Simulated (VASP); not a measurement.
Set up this calculation in VASP 6.6.1, as the native input.

| Quantity | Value |
| --- | --- |
| Task | single point |
| Functional | r2SCAN |
| Potentials or basis | VASP PAW PBE potentials, release 64 (Ag) |
| Cutoff | 520 eV |
| k mesh | 20 × 20 × 20 |
| Occupations | gaussian, width 0.15 eV |
| Spin | no spin polarisation |
| Dipole correction | no |
| Further INCAR settings | ALGO = Normal; EDIFF = 1e-06; NBANDS = 12 |

Crystal: Ag.

```
Ag
1.0
    -1.65565    1.73322    1.73322
     1.65565   -1.57809    1.57809
     1.65565    1.57809   -1.57809
Ag
1
Direct
  0.00000 0.00000 0.00000
```

This cell differs from its parent crystal: strain +0.0937 x Voigt [0, 0, 0, 1, 0, 0].

These files were run (other wordings do the same):

POSCAR

```
Ag
1.0
   -1.6556540000      1.7332213899      1.7332213899
    1.6556540000     -1.5780866101      1.5780866101
    1.6556540000      1.5780866101     -1.5780866101
Ag
1
Direct
    0.0000000000      0.0000000000      0.0000000000
```

INCAR.step1

```
SYSTEM = Ag
PREC = Accurate
ENCUT = 520
ISMEAR = 0
SIGMA = 0.15
LREAL = .False.
LASPH = .True.
NELM = 60
NBANDS = 12
GGA = PE
ALGO = Normal
EDIFF = 1E-4
LWAVE = .True.
LCHARG = .False.
```

INCAR.step2

```
SYSTEM = Ag
PREC = Accurate
ENCUT = 520
EDIFF = 1E-6
ISMEAR = 0
SIGMA = 0.15
LREAL = .False.
LASPH = .True.
NELM = 60
ALGO = Normal
ISIF = 2
LWAVE = .False.
LCHARG = .False.
METAGGA = R2SCAN
LMIXTAU = .True.
NBANDS = 12
ISTART = 1
```

KPOINTS

```
Automatic mesh
0
Gamma
  20 20 20
  0 0 0
```

Potentials or basis: VASP PAW PBE potentials, release 64 (Ag).

Run with:

```sh
$ cat potpaw_PBE.64/Ag/POTCAR > POTCAR
$ cp INCAR.step1 INCAR
$ mpirun -np 1 vasp_std > vasp.out
$ cp INCAR.step2 INCAR
$ mpirun -np 1 vasp_std > vasp.out
```

It gave:

The pressure is -2.6 GPa. The band gap on the k mesh is zero (an odd number of electrons rules out a gap without spin polarisation).

Caveat: the cell differs from its parent crystal (strain +0.0937 x Voigt [0, 0, 0, 1, 0, 0]); the PAW data sets were made with another functional, which shifts forces and pressure a little.

Wall time 12 min on 1 thread of Intel Xeon 8259CL (shared host), peak memory 0.35 GiB.
